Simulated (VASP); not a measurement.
Runs of VASP 6.6.1 on Pd. It takes space group Fm-3m (No. 225, cubic). Conventional cell: a = 3.893 Å, b = 3.893 Å, c = 3.893 Å, α = 90.00°, β = 90.00°, γ = 90.00°. Within 3.6 Å of Pd (site symmetry m-3m) lie 12 Pd at 2.75 Å. 

```tsv
smearing	gap on the mesh (eV)	pressure (GPa)
fermi-dirac 0.15 eV	none	7.8
fermi-dirac 0.05 eV	none	(b)
fermi-dirac 0.025 eV	none	7.2
fermi-dirac 0.1 eV	none	(a)
fermi-dirac 0.25 eV	none	8.5
```

Alike in all rows: task single point; level PBE; potentials or basis VASP PAW PBE potentials, release 64 (Pd); no spin polarisation; cell as given; k mesh 11 × 11 × 11; cutoff (eV) 500.

Question: Fill in the values left out.

Answer: (a) 7.5; (b) 7.3.

A k mesh can miss the band edges, and the runs leave out spin-orbit coupling on Pd.

A gap of «none» marks levels without a gap at the run's occupations.
